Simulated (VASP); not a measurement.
# Sb (Fd-3m) in VASP: further runs

Runs on Sb. Level: RPBE. Tasks: single point.

Everything below comes from runs of VASP 6.6.1. Logs are shortened: lines on timing, memory, paths and dates and some standing lists are left out, and cuts for length are marked.

### 1 The cell of the first run

Symmetry: Fd-3m, No. 227, cubic system. The conventional cell has a = 7.078 Å, b = 7.078 Å, c = 7.078 Å, α = 90.00°, β = 90.00°, γ = 90.00°. Within 4.0 Å of Sb (site symmetry -43m) lie 4 Sb at 3.07 Å.

### 2 Single point, RPBE

File INCAR:

```
ALGO = Normal
EDIFF = 1E-7
ENCUT = 520
GGA = RP
ISIF = 2
ISMEAR = -1
LASPH = T
LCHARG = F
LREAL = F
LWAVE = F
NBANDS = 12
NELM = 100
PREC = Accurate
SIGMA = 0.1
```

File KPOINTS:

```
k-points
0
Gamma
  8 8 8
```

File POSCAR:

```
Sb
1.0
    0.0000000000      3.5391707861      3.5391707861
    3.5391707861      0.0000000000      3.5391707861
    3.5391707861      3.5391707861      0.0000000000
Sb
2
Direct
    0.1250000000      0.1250000000      0.1250000000
    0.8750000000      0.8750000000      0.8750000000
```

Potentials or basis: VASP PAW PBE potentials, release 64 (Sb).

Launch:

```bash
$ cat potpaw_PBE.64/Sb/POTCAR > POTCAR
$ mpirun -np 1 vasp_std > vasp.out
```

OUTCAR:

```text
EDIFF = 1E-7
   ENCUT = 520
   GGA = RP
   ISIF = 2
   ISMEAR = -1
   LASPH = T
   LREAL = F
   NELM = 100
   PREC = Accurate

 ion  position               nearest neighbor table
   1  0.125  0.125  0.125-   2 3.07   2 3.07   2 3.07   2 3.07
   2  0.875  0.875  0.875-   1 3.07   1 3.07   1 3.07   1 3.07

  LATTYP: Found a face centered cubic cell.
 ALAT       =     7.0783415722

  Lattice vectors:

 A1 = (   0.0000000000,   3.5391707861,   3.5391707861)
 A2 = (   3.5391707861,   0.0000000000,   3.5391707861)
 A3 = (   3.5391707861,   3.5391707861,   0.0000000000)

Analysis of symmetry for initial positions (statically):
=====================================================================
 Subroutine PRICEL returns:
 Original cell was already a primitive cell.

 Routine SETGRP: Setting up the symmetry group for a
 face centered cubic supercell.

 Subroutine GETGRP returns: Found 48 space group operations
 (whereof 12 operations were pure point group operations)
 out of a pool of 48 trial point group operations.

The static configuration has the point symmetry D_3d.
 The point group associated with its full space group is O_h .

Analysis of symmetry for dynamics (positions and initial velocities):
=====================================================================
 Subroutine PRICEL returns:
 Original cell was already a primitive cell.

 Routine SETGRP: Setting up the symmetry group for a
 face centered cubic supercell.

 Subroutine GETGRP returns: Found 48 space group operations
 (whereof 12 operations were pure point group operations)
 out of a pool of 48 trial point group operations.

The dynamic configuration has the point symmetry D_3d.
 The point group associated with its full space group is O_h .

 Subroutine INISYM returns: Found 48 space group operations
 (whereof 12 operations are pure point group operations),
 and found     1 'primitive' translations

----------------------------------------------------------------------------------------

                                     Primitive cell

  volume of cell :      88.6614

  direct lattice vectors                    reciprocal lattice vectors
     0.000000000  3.539170786  3.539170786    -0.141276031  0.141276031  0.141276031
     3.539170786  0.000000000  3.539170786     0.141276031 -0.141276031  0.141276031
     3.539170786  3.539170786  0.000000000     0.141276031  0.141276031 -0.141276031

  length of vectors
     5.005143325  5.005143325  5.005143325     0.244697263  0.244697263  0.244697263

  position of ions in fractional coordinates (direct lattice)
     0.125000000  0.125000000  0.125000000
     0.875000000  0.875000000  0.875000000

  ion indices of the primitive-cell ions
   primitive index   ion index
                 1           1
                 2           2

----------------------------------------------------------------------------------------

 KPOINTS: k-points

Automatic generation of k-mesh.
 Grid dimensions read from file:
 generate k-points for:    8    8    8

 Generating k-lattice:

  Cartesian coordinates                     Fractional coordinates (reciprocal lattice)
    -0.017659504  0.017659504  0.017659504     0.125000000  0.000000000  0.000000000
     0.017659504 -0.017659504  0.017659504     0.000000000  0.125000000  0.000000000
     0.017659504  0.017659504 -0.017659504     0.000000000  0.000000000  0.125000000

  Length of vectors
     0.030587158  0.030587158  0.030587158

  Shift w.r.t. Gamma in fractional coordinates (k-lattice)
     0.000000000  0.000000000  0.000000000

 Subroutine IBZKPT returns following result:
 ===========================================

 Found     29 irreducible k-points:

 Following reciprocal coordinates:
            Coordinates               Weight
  0.000000  0.000000  0.000000      1.000000
  0.125000  0.000000  0.000000      8.000000
  0.250000  0.000000  0.000000      8.000000
  0.375000  0.000000  0.000000      8.000000
  0.500000  0.000000  0.000000      4.000000
  0.125000  0.125000  0.000000      6.000000
[... 16 lines left out ...]
  0.500000  0.250000  0.125000     48.000000
 -0.375000  0.250000  0.125000     24.000000
 [... further k-points ...]
   k-points           NKPTS =     29   k-points in BZ     NKDIM =     29   number of bands    NBANDS=     12
   number of dos      NEDOS =    301   number of ions     NIONS =      2
   total plane-waves  NPLWV =  64000
   dimension x,y,z NGX =    40 NGY =   40 NGZ =   40
   dimension x,y,z NGXF=    80 NGYF=   80 NGZF=   80
   ions per type =               2
   NGX,Y,Z   is equivalent  to a cutoff of  13.29, 13.29, 13.29 a.u.
   NGXF,Y,Z  is equivalent  to a cutoff of  26.57, 26.57, 26.57 a.u.
 SYSTEM =  unknown system
   PREC   = accura    normal or accurate (medium, high low for compatibility)
   ISTART =      0    job   : 0-new  1-cont  2-samecut
   ICHARG =      2    charge: 1-file 2-atom 10-const
   ISPIN  =      1    spin polarized calculation?
   LNONCOLLINEAR =      F non collinear calculations
   LSORBIT =      F    spin-orbit coupling
   LASPH  =      T    aspherical Exc in radial PAW
   ENCUT  =  520.0 eV  38.22 Ry    6.18 a.u.   9.31  9.31  9.31*2*pi/ulx,y,z
   NELM   =    100;   NELMIN=  2; NELMDL= -5     # of ELM steps
   EDIFF  = 0.1E-06   stopping-criterion for ELM
   LREAL  =      F    real-space projection
   EDIFFG = 0.1E-05   stopping-criterion for IOM
   NSW    =      0    number of steps for IOM
   IBRION =     -1    ionic relax: 0-MD 1-quasi-New 2-CG
   NFREE  =      0    steps in history (QN), initial steepest desc. (CG)
   ISIF   =      2    stress and relaxation
   ISYM   =      2    0-nonsym 1-usesym 2-fastsym
   POTIM  = 0.5000    time-step for ionic-motion
   TEBEG  =    0.0;   TEEND  =   0.0 temperature during run
   PSTRESS=    0.0 pullay stress
   NELECT =      10.0000    total number of electrons
   NUPDOWN=      -1.0000    fix difference up-down
   EMIN   =  10.00;   EMAX   =-10.00  energy-range for DOS
   EFERMI =   0.00;   METHOD = LEGACY
   ISMEAR =    -1;   SIGMA  =   0.10  broadening in eV -4-tet -1-fermi 0-gaus
   EFERMI_NEDOS =   21; number of points for ismear=-14 and -15
   IALGO  =     38    algorithm
   IMIX   =      4    mixing-type and parameters
     AMIX     =   0.40;   BMIX     =  1.00
     AMIX_MAG =   1.60;   BMIX_MAG =  1.00
  volume/ion in A,a.u.               =      44.33       299.16
  Fermi-wavevector in a.u.,A,eV,Ry     =   0.790976  1.494728  8.512390  0.625643
  Thomas-Fermi vector in A             =   1.896424
   LORBIT       =      0    0 simple, 1 ext, 2 COOP (PROOUT), +10 PAW based schemes
   GGA     = RP    functional components
   LHFCALC =     F    Hartree Fock is set to
   AEXX    =    0.0000 exact exchange contribution
   IVDW    =     0    specifies the selected vdW correction
   LEPSILON=     F    determine dielectric tensor
   LRPA    =     F    only Hartree local field effects (RPA)
 non-spin polarized calculation
  energy-cutoff  :      520.00
  volume of cell :       88.66
 maximum number of plane-waves:      2421
 NGX is ok and might be reduce to    40
   NGX = 19   NGY = 19   NGZ = 19

 number of electron      10.0000000 magnetization

 Free energy of the ion-electron system (eV)
  ---------------------------------------------------
  ext. energy  EPLUGINS =         0.00000000
  ---------------------------------------------------
  free energy    TOTEN  =        -7.06593910 eV

  energy without entropy =       -7.01690624  energy(sigma->0) =       -7.04142267

 E-fermi :   3.7065     XC(G=0):  -7.5138

 val. band max:        3.6322195582   @ k =  -0.3750   0.3750   0.1250
 cond. band min:       3.7642761149   @ k =  -0.3750   0.5000   0.1250
 fundamental gap:      0.1320565568
 Fermi energy:         3.7064819399

 k-point     1 :       0.0000    0.0000    0.0000
  band No.  band energies     occupation
      1      -7.5352      2.00000
      2      -1.8413      2.00000
      3       1.9610      2.00000
      4       1.9610      2.00000
      5       1.9610      2.00000
      6       4.2126      0.01260
      7       4.2126      0.01260
      8       4.2126      0.01260
      9       7.8752      0.00000
     10       9.9806      0.00000
     11       9.9806      0.00000
     12      11.3081      0.00000

 k-point     2 :       0.1250    0.0000    0.0000
  band No.  band energies     occupation
      1      -7.4345      2.00000
      2      -2.2273      2.00000
      3       1.8124      2.00000
      4       1.8124      2.00000
      5       1.9590      2.00000
      6       4.4318      0.00141
      7       4.4318      0.00141
      8       4.4944      0.00076
      9       8.3431      0.00000
     10       9.6239      0.00000
     11       9.6239      0.00000
     12      10.9881      0.00000

 k-point     3 :       0.2500    0.0000    0.0000
  band No.  band energies     occupation
      1      -7.1501      2.00000
      2      -3.0664      2.00000
      3       1.5320      2.00000
      4       1.5320      2.00000
      5       1.8053      2.00000
      6       4.8512      0.00002
      7       4.8512      0.00002
      8       5.4076      0.00000
      9       9.1113      0.00000
     10       9.4471      0.00000
     11       9.4471      0.00000
     12      10.9303      0.00000

 k-point     4 :       0.3750    0.0000    0.0000
  band No.  band energies     occupation
      1      -6.7643      2.00000
      2      -3.8965      2.00000
      3       1.3138      2.00000
      4       1.3138      2.00000
      5       1.6067      2.00000
      6       5.1438      0.00000
      7       5.1438      0.00000
      8       6.6732      0.00000
      9       9.2432      0.00000
     10       9.8962      0.00000
     11       9.8962      0.00000
     12      11.0222      0.00000

 k-point     5 :       0.5000    0.0000    0.0000
  band No.  band energies     occupation
      1      -6.5417      2.00000
      2      -4.2821      2.00000
      3       1.2350      2.00000
      4       1.2350      2.00000
      5       1.5257      2.00000
      6       5.2302      0.00000
      7       5.2302      0.00000
      8       7.4513      0.00000
      9       9.4622      0.00000
     10      10.0553      0.00000
     11      10.5939      0.00000
     12      10.5939      0.00000
[... 228 lines left out ...]
      1      -5.4940      2.00000
      2      -5.4940      2.00000
      3       0.4462      2.00000
      4       0.4462      2.00000
      5       3.3068      1.96393
      6       3.3068      1.96393
      7       7.6276      0.00000
      8       7.6276      0.00000
      9       9.7873      0.00000
     10       9.7873      0.00000
     11      11.8204      0.00000
     12      11.8204      0.00000

 k-point    22 :       0.3750    0.2500    0.1250
  band No.  band energies     occupation
      1      -6.8904      2.00000
      2      -3.5968      2.00000
      3       0.6741      2.00000
      4       1.1707      2.00000
      5       2.9596      1.99886
      6       4.1518      0.02301
      7       5.7410      0.00000
      8       5.8972      0.00000
      9       8.6599      0.00000
     10       9.9232      0.00000
     11      10.3332      0.00000
     12      12.0955      0.00000

 k-point    23 :       0.5000    0.2500    0.1250
  band No.  band energies     occupation
      1      -6.4964      2.00000
      2      -4.2760      2.00000
      3       0.2976      2.00000
      4       0.9599      2.00000
      5       3.0686      1.99661
      6       4.7015      0.00010
      7       5.9780      0.00000
      8       6.3301      0.00000
      9       9.2310      0.00000
     10       9.6013      0.00000
     11      10.8524      0.00000
     12      11.6081      0.00000

 k-point    24 :      -0.3750    0.2500    0.1250
  band No.  band energies     occupation
      1      -6.2533      2.00000
      2      -4.6284      2.00000
      3       0.1710      2.00000
      4       0.8658      2.00000
      5       3.0644      1.99675
      6       5.0300      0.00000
      7       6.0194      0.00000
      8       6.6521      0.00000
      9       8.8579      0.00000
     10      10.1927      0.00000
     11      10.6938      0.00000
     12      11.2120      0.00000

 [... further k-points ...]

------------------------ aborting loop because EDIFF is reached ----------------------------------------

  FORCE on cell =-STRESS in cart. coord.  units (eV):
  Direction    XX          YY          ZZ          XY          YZ          ZX
  --------------------------------------------------------------------------------------
  -------------------------------------------------------------------------------------
  Total       -0.0045092     -0.0045092     -0.0045092     -0.0000000     -0.0000000      0.0000000
  in kB       -0.0814847     -0.0814847     -0.0814847     -0.0000000     -0.0000000      0.0000000
  external PRESSURE =      -0.0814847 kB  Pullay stress =       0.0000000 kB

 VOLUME and BASIS-vectors are now :
 -----------------------------------------------------------------------------
  energy-cutoff  :      520.00
  volume of cell :       88.66
      direct lattice vectors                 reciprocal lattice vectors
     0.000000000  3.539170786  3.539170786    -0.141276031  0.141276031  0.141276031
     3.539170786  0.000000000  3.539170786     0.141276031 -0.141276031  0.141276031
     3.539170786  3.539170786  0.000000000     0.141276031  0.141276031 -0.141276031

 POSITION                                       TOTAL-FORCE (eV/Angst)
 -----------------------------------------------------------------------------------
      0.88479      0.88479      0.88479         0.000000      0.000000      0.000000
      6.19355      6.19355      6.19355        -0.000000     -0.000000     -0.000000
 -----------------------------------------------------------------------------------
    total drift:                                0.000000     -0.000000     -0.000000

  FREE ENERGIE OF THE ION-ELECTRON SYSTEM (eV)
  ---------------------------------------------------
  free  energy   TOTEN  =        -7.0659391008 eV

  energy  without entropy=       -7.0169062390  energy(sigma->0) =       -7.04142267
```

It took 36 s on 1 thread of Intel Xeon 6975P-C, shared host; peak memory 0.24 GiB.

Results:

```
Free energy            : -7.0659 eV
Pressure               : 0.0 GPa
Band gap on the k mesh : zero (band 5 reaches 4.38 eV, above the bottom of band 6 at 3.31 eV)
```

Levels at points of the mesh, in eV from the Fermi level:
| k point | band 3 | band 4 | band 5 | band 6 | band 7 | band 8 |
| --- | --- | --- | --- | --- | --- | --- |
| (0.00, 0.00, 0.00) | -1.75 | -1.75 | -1.75 | 0.51 | 0.51 | 0.51 |
| (0.50, 0.00, 0.00) | -2.47 | -2.47 | -2.18 | 1.52 | 1.52 | 3.74 |
| (0.50, 0.50, 0.00) | -3.26 | -3.26 | -0.40 | -0.40 | 3.92 | 3.92 |

Caveat: the PAW data sets were made with another functional, which shifts forces and pressure a little; spin-orbit coupling is left out, which moves the levels of the heavy elements.

### 3 Single point, RPBE (volume scaled by 0.88)

File INCAR:

```
SYSTEM = Sb
ALGO = Normal
EDIFF = 1E-6
ENCUT = 520
GGA = RP
ISIF = 2
ISMEAR = -1
LASPH = .True.
LCHARG = .False.
LREAL = .False.
LWAVE = .False.
NBANDS = 12
NELM = 60
PREC = Accurate
SIGMA = 0.1
```

File KPOINTS:

```
k-points
0
Gamma
  9 9 9
  0 0 0
```

File POSCAR:

```
Sb
1.0
    0.0000000000      3.3915306365      3.3915306365
    3.3915306365      0.0000000000      3.3915306365
    3.3915306365      3.3915306365      0.0000000000
Sb
2
Direct
    0.1250000000      0.1250000000      0.1250000000
    0.8750000000      0.8750000000      0.8750000000
```

Potentials or basis: VASP PAW PBE potentials, release 64 (Sb).

Launch:

```bash
$ cat potpaw_PBE.64/Sb/POTCAR > POTCAR
$ mpirun -np 1 vasp_std > vasp.out
```

It took 25 s on 1 thread of Intel Xeon 6975P-C, shared host; peak memory 0.21 GiB.

Results (log left out):

| Item | Value |
| --- | --- |
| Free energy | -6.9349 eV |
| Pressure | 4.6 GPa |
| Band gap on the k mesh | zero (band 5 reaches 5.40 eV, above the bottom of band 6 at 4.43 eV) |

Levels at points of the mesh, in eV from the Fermi level:
| k point | band 3 | band 4 | band 5 | band 6 | band 7 | band 8 |
| --- | --- | --- | --- | --- | --- | --- |
| (0.00, 0.00, 0.00) | -1.93 | -1.93 | -1.93 | 0.46 | 0.46 | 0.46 |

Caveat: the PAW data sets were made with another functional, which shifts forces and pressure a little; spin-orbit coupling is left out, which moves the levels of the heavy elements.

[end of part 1 of 2]
